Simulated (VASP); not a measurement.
# TaN (P-62m) in VASP: further runs

The runs below take TaN through single point, with PBEsol.

Everything below comes from runs of VASP 6.6.1. Logs are shortened: lines on timing, memory, paths and dates and some standing lists are left out, and cuts for length are marked.

**1. The cell of the first run**

Symmetry: P-62m, No. 189, hexagonal system. The conventional cell has a = 5.298 Å, b = 5.298 Å, c = 2.968 Å, α = 90.00°, β = 90.00°, γ = 120.00°. Ta (site symmetry -6) has 6 N at 2.21 Å within 2.9 Å. Ta (site symmetry -62m) has 3 N at 2.08 Å within 2.8 Å. N (site symmetry m2m) has 5 Ta at 2.08 to 2.21 Å within 2.8 Å.

**2. Single point, PBEsol**

The input, INCAR:

```
SYSTEM = TaN
PREC = Accurate
ENCUT = 520
EDIFF = 1E-6
ISMEAR = -1
SIGMA = 0.1
LREAL = .FALSE.
LASPH = .TRUE.
NELM = 100
ALGO = Normal
ISIF = 2
LWAVE = .FALSE.
LCHARG = .FALSE.
GGA = PS
NBANDS = 33
```

The input, KPOINTS:

```
regular mesh
0
G
  5 5 8
  0 0 0
```

The input, POSCAR:

```
TaN
1.0
    5.2979082253      0.0000000000      0.0000000000
   -2.6489541127      4.5881231120      0.0000000000
    0.0000000000      0.0000000000      2.9680929261
Ta N
3 3
Direct
    0.3333333333      0.6666666667      0.5000000000
    0.6666666667      0.3333333333      0.5000000000
    0.0000000000      0.0000000000      0.0000000000
    0.3928500000      0.0000000000      0.0000000000
    0.6071500000      0.6071500000      0.0000000000
    0.0000000000      0.3928500000      0.0000000000
```

Potentials or basis: VASP PAW PBE potentials, release 64 (Ta_pv, N).

Command:

```console
$ cat potpaw_PBE.64/Ta_pv/POTCAR potpaw_PBE.64/N/POTCAR > POTCAR
$ mpirun -np 1 vasp_std > vasp.out
```

OUTCAR:

```text
SYSTEM = TaN
   PREC = Accurate
   ENCUT = 520
   EDIFF = 1E-6
   ISMEAR = -1
   LREAL = .FALSE.
   LASPH = .TRUE.
   NELM = 100
   ISIF = 2
   GGA = PS

 ion  position               nearest neighbor table
   1  0.333  0.667  0.500-   5 2.21   5 2.21   6 2.21   6 2.21   4 2.21   4 2.21   2 3.06   2 3.06
                             2 3.06   3 3.40   3 3.40   3 3.40   3 3.40   3 3.40   3 3.40
   2  0.667  0.333  0.500-   6 2.21   6 2.21   4 2.21   4 2.21   5 2.21   5 2.21   1 3.06   1 3.06
                             1 3.06   3 3.40   3 3.40   3 3.40   3 3.40   3 3.40   3 3.40
   3  0.000  0.000  0.000-   4 2.08   5 2.08   6 2.08   2 3.40   1 3.40   1 3.40   2 3.40   2 3.40
                             2 3.40   1 3.40   1 3.40   2 3.40   2 3.40   1 3.40   1 3.40
   4  0.393  0.000  0.000-   3 2.08   1 2.21   1 2.21   2 2.21   2 2.21
   5  0.607  0.607  0.000-   3 2.08   1 2.21   1 2.21   2 2.21   2 2.21
   6  0.000  0.393  0.000-   3 2.08   2 2.21   2 2.21   1 2.21   1 2.21

  LATTYP: Found a hexagonal cell.
 ALAT       =     5.2979082253
 C/A-ratio  =     0.5602386451

  Lattice vectors:

 A1 = (   5.2979082253,   0.0000000000,   0.0000000000)
 A2 = (  -2.6489541127,   4.5881231120,   0.0000000000)
 A3 = (   0.0000000000,   0.0000000000,   2.9680929261)

Analysis of symmetry for initial positions (statically):
=====================================================================
 Subroutine PRICEL returns:
 Original cell was already a primitive cell.

 Routine SETGRP: Setting up the symmetry group for a
 hexagonal supercell.

 Subroutine GETGRP returns: Found 12 space group operations
 (whereof 12 operations were pure point group operations)
 out of a pool of 24 trial point group operations.

The static configuration has the point symmetry D_3h.

Analysis of symmetry for dynamics (positions and initial velocities):
=====================================================================
 Subroutine PRICEL returns:
 Original cell was already a primitive cell.

 Routine SETGRP: Setting up the symmetry group for a
 hexagonal supercell.

 Subroutine GETGRP returns: Found 12 space group operations
 (whereof 12 operations were pure point group operations)
 out of a pool of 24 trial point group operations.

The dynamic configuration has the point symmetry D_3h.

 Subroutine INISYM returns: Found 12 space group operations
 (whereof 12 operations are pure point group operations),
 and found     1 'primitive' translations

[... 100 lines left out ...]
   NELM   =    100;   NELMIN=  2; NELMDL= -5     # of ELM steps
   EDIFF  = 0.1E-05   stopping-criterion for ELM
   LREAL  =      F    real-space projection
   EDIFFG = 0.1E-04   stopping-criterion for IOM
   NSW    =      0    number of steps for IOM
   IBRION =     -1    ionic relax: 0-MD 1-quasi-New 2-CG
   NFREE  =      0    steps in history (QN), initial steepest desc. (CG)
   ISIF   =      2    stress and relaxation
   ISYM   =      2    0-nonsym 1-usesym 2-fastsym
   POTIM  = 0.5000    time-step for ionic-motion
   TEBEG  =    0.0;   TEEND  =   0.0 temperature during run
   PSTRESS=    0.0 pullay stress
   NELECT =      48.0000    total number of electrons
   NUPDOWN=      -1.0000    fix difference up-down
   EMIN   =  10.00;   EMAX   =-10.00  energy-range for DOS
   EFERMI =   0.00;   METHOD = LEGACY
   ISMEAR =    -1;   SIGMA  =   0.10  broadening in eV -4-tet -1-fermi 0-gaus
   EFERMI_NEDOS =   21; number of points for ismear=-14 and -15
   IALGO  =     38    algorithm
   IMIX   =      4    mixing-type and parameters
     AMIX     =   0.40;   BMIX     =  1.00
     AMIX_MAG =   1.60;   BMIX_MAG =  1.00
  volume/ion in A,a.u.               =      12.02        81.15
  Fermi-wavevector in a.u.,A,eV,Ry     =   1.429167  2.700734 27.790140  2.042518
  Thomas-Fermi vector in A             =   2.549150
   LORBIT       =      0    0 simple, 1 ext, 2 COOP (PROOUT), +10 PAW based schemes
   GGA     = PS    functional components
   LHFCALC =     F    Hartree Fock is set to
   AEXX    =    0.0000 exact exchange contribution
   IVDW    =     0    specifies the selected vdW correction
   LEPSILON=     F    determine dielectric tensor
   LRPA    =     F    only Hartree local field effects (RPA)
 non-spin polarized calculation
  energy-cutoff  :      520.00
  volume of cell :       72.15
 maximum number of plane-waves:      1969
 NGX is ok and might be reduce to    40
   NGX = 19   NGY = 19   NGZ = 11

 number of electron      48.0000001 magnetization

 Free energy of the ion-electron system (eV)
  ---------------------------------------------------
  ext. energy  EPLUGINS =         0.00000000
  ---------------------------------------------------
  free energy    TOTEN  =       -71.15914603 eV

  energy without entropy =      -71.13128469  energy(sigma->0) =      -71.14521536

 E-fermi :   7.6458     XC(G=0): -12.8514

 val. band max:        7.4744793453   @ k =   0.2000   0.0000   0.1250
 cond. band min:       7.7572973294   @ k =   0.2000   0.0000   0.2500
 fundamental gap:      0.2828179841
 Fermi energy:         7.6458427964

 k-point     1 :       0.0000    0.0000    0.0000
  band No.  band energies     occupation
      1     -28.6353      2.00000
      2     -28.6353      2.00000
      3     -28.3357      2.00000
      4     -28.3357      2.00000
      5     -28.2028      2.00000
      6     -28.1181      2.00000
[... 853 lines left out ...]
     32      12.0106      0.00000
     33      12.3937      0.00000

 [... further k-points ...]
[... 5 lines left out ...]
  --------------------------------------------------------------------------------------
  -------------------------------------------------------------------------------------
  Total       -8.3976852     -8.3976852     -9.5800456      0.0000000     -0.0000000      0.0000000
  in kB     -186.4889850   -186.4889851   -212.7458867      0.0000000     -0.0000000      0.0000000
  external PRESSURE =    -195.2412856 kB  Pullay stress =       0.0000000 kB

 VOLUME and BASIS-vectors are now :
 -----------------------------------------------------------------------------
  energy-cutoff  :      520.00
  volume of cell :       72.15
      direct lattice vectors                 reciprocal lattice vectors
     5.297908225  0.000000000  0.000000000     0.188753742  0.108977023  0.000000000
    -2.648954113  4.588123112  0.000000000     0.000000000  0.217954047  0.000000000
     0.000000000  0.000000000  2.968092926     0.000000000  0.000000000  0.336916675

 POSITION                                       TOTAL-FORCE (eV/Angst)
 -----------------------------------------------------------------------------------
     -0.00000      3.05875      1.48405         0.000000      0.000000      0.000000
      2.64895      1.52937      1.48405         0.000000      0.000000      0.000000
      0.00000      0.00000      0.00000         0.000000      0.000000      0.000000
      2.08128      0.00000      0.00000        -0.236992     -0.000000     -0.000000
      1.60831      2.78568      0.00000         0.118496      0.205241      0.000000
     -1.04064      1.80244      0.00000         0.118496     -0.205241      0.000000
 -----------------------------------------------------------------------------------
    total drift:                               -0.000001     -0.000002      0.000001

  FREE ENERGIE OF THE ION-ELECTRON SYSTEM (eV)
  ---------------------------------------------------
  free  energy   TOTEN  =       -71.1591460261 eV

  energy  without entropy=      -71.1312846895  energy(sigma->0) =      -71.14521536
```

It took 24 s on 1 thread of Intel Xeon 6975P-C (Granite Rapids), shared host; peak memory 0.21 GiB.

What came out:

| Item | Value |
| --- | --- |
| Free energy | -71.1591 eV |
| Pressure | -19.5 GPa |
| Largest force | 0.237 eV/Å |
| Band gap on the k mesh | zero (band 24 reaches 9.32 eV, above the bottom of band 25 at 6.39 eV) |

Forces on the atoms (eV/Å):
```
Ta   0.000  0.000  0.000
Ta   0.000  0.000  0.000
Ta   0.000  0.000  0.000
N   -0.237  0.000  0.000
N    0.118  0.205  0.000
N    0.118 -0.205  0.000
```

Stress tensor (GPa, compression positive):
```
-18.65   0.00   0.00
  0.00 -18.65   0.00
  0.00   0.00 -21.27
```

Levels at points of the mesh, in eV from the Fermi level:
```tsv
k point	band 21	band 22	band 23	band 24	band 25	band 26	band 27	band 28
(0.00, 0.00, 0.00)	-4.12	-3.30	-1.93	-0.93	-0.93	0.45	0.45	1.59
(0.00, 0.00, 0.50)	-4.27	-2.78	-2.78	1.67	1.67	1.77	1.91	1.91
```

Caveat: the PAW data sets were made with another functional, which shifts forces and pressure a little; spin-orbit coupling is left out, which moves the levels of the heavy elements.

**3. Single point, PBEsol**

This run uses another cell than the first one, of 10.89 Å³/atom, 0.906 times its volume.

The input, INCAR:

```
SYSTEM = TaN
PREC     = Accurate       ! precision mode
ENCUT    = 600            ! plane-wave cutoff, eV
EDIFF    = 1E-6           ! SCF threshold, eV
ISMEAR   = -1             ! smearing method
SIGMA    = 0.1            ! smearing width, eV
LREAL    = .FALSE.        ! projectors in reciprocal space
LASPH    = .TRUE.         ! aspherical terms in the spheres
NELM     = 120            ! most SCF steps
ALGO     = Normal         ! electronic algorithm
ISIF     = 2              ! what is computed and relaxed
LWAVE    = .FALSE.        ! write WAVECAR
LCHARG   = .FALSE.        ! write CHGCAR
GGA      = PS             ! functional
NBANDS   = 36             ! bands
GGA_COMPAT= .FALSE.
```

The input, KPOINTS:

```
Automatic mesh
0
G
  5 5 8
  0 0 0
```

Edit POSCAR of step 2 so:

```diff
@@ -2,5 +2,5 @@
 1.0
-    5.2979082253      0.0000000000      0.0000000000
-   -2.6489541127      4.5881231120      0.0000000000
-    0.0000000000      0.0000000000      2.9680929261
+    5.1257751753      0.0000000000      0.0000000000
+   -2.5628875876      4.4390515178      0.0000000000
+    0.0000000000      0.0000000000      2.8716573394
 Ta N
```

Potentials or basis: VASP PAW PBE potentials, release 64 (Ta_sv_GW, N).

Command:

```console
$ cat potpaw_PBE.64/Ta_sv_GW/POTCAR potpaw_PBE.64/N/POTCAR > POTCAR
$ mpirun -np 1 vasp_std > vasp.out
```

OUTCAR:

```text
SYSTEM = TaN
   PREC = Accurate
   ENCUT = 600
   EDIFF = 1E-6
   ISMEAR = -1
   LREAL = .FALSE.
   LASPH = .TRUE.
   NELM = 120
   ISIF = 2
   GGA = PS

 ion  position               nearest neighbor table
   1  0.333  0.667  0.500-   5 2.13   5 2.13   6 2.13   6 2.13   4 2.13   4 2.13   2 2.96   2 2.96
                             2 2.96   3 3.29   3 3.29   3 3.29   3 3.29   3 3.29   3 3.29
   2  0.667  0.333  0.500-   6 2.13   6 2.13   4 2.13   4 2.13   5 2.13   5 2.13   1 2.96   1 2.96
                             1 2.96   3 3.29   3 3.29   3 3.29   3 3.29   3 3.29   3 3.29
   3  0.000  0.000  0.000-   4 2.01   6 2.01   5 2.01   2 3.29   1 3.29   1 3.29   2 3.29   2 3.29
[... 1147 lines left out ...]
  Total        4.5063891      4.5063891      4.0173637      0.0000000     -0.0000000      0.0000000
  in kB      110.4986359    110.4986360     98.5075185      0.0000000     -0.0000000      0.0000000
  external PRESSURE =     106.5015968 kB  Pullay stress =       0.0000000 kB

 VOLUME and BASIS-vectors are now :
 -----------------------------------------------------------------------------
  energy-cutoff  :      600.00
  volume of cell :       65.34
      direct lattice vectors                 reciprocal lattice vectors
     5.125775175  0.000000000  0.000000000     0.195092443  0.112636674  0.000000000
    -2.562887588  4.439051518  0.000000000     0.000000000  0.225273349  0.000000000
     0.000000000  0.000000000  2.871657339     0.000000000  0.000000000  0.348230963

 POSITION                                       TOTAL-FORCE (eV/Angst)
 -----------------------------------------------------------------------------------
     -0.00000      2.95937      1.43583         0.000000     -0.000000      0.000000
      2.56289      1.47968      1.43583         0.000000      0.000000      0.000000
      0.00000      0.00000      0.00000         0.000000      0.000000      0.000000
      2.01366      0.00000      0.00000         0.173282      0.000000      0.000000
      1.55606      2.69517      0.00000        -0.086641     -0.150067      0.000000
     -1.00683      1.74388      0.00000        -0.086641      0.150067      0.000000
 -----------------------------------------------------------------------------------
    total drift:                                0.000001      0.000001     -0.000000

  FREE ENERGIE OF THE ION-ELECTRON SYSTEM (eV)
  ---------------------------------------------------
  free  energy   TOTEN  =       -79.0115614834 eV

  energy  without entropy=      -78.9858885298  energy(sigma->0) =      -78.99872501
```

It took 90 s on 1 thread of Intel Xeon 6975P-C (Granite Rapids), shared host; peak memory 0.23 GiB.

Results:

- Free energy: -79.0116 eV
- Pressure: 10.7 GPa
- Largest force: 0.173 eV/Å
- Band gap on the k mesh: zero (band 27 reaches 14.80 eV, above the bottom of band 28 at 11.53 eV)

Forces on the atoms (eV/Å):
```
Ta   0.000  0.000  0.000
Ta   0.000  0.000  0.000
Ta   0.000  0.000  0.000
N    0.173  0.000  0.000
N   -0.087 -0.150  0.000
N   -0.087  0.150  0.000
```

Caveat: the PAW data sets were made with another functional, which shifts forces and pressure a little; spin-orbit coupling is left out, which moves the levels of the heavy elements.
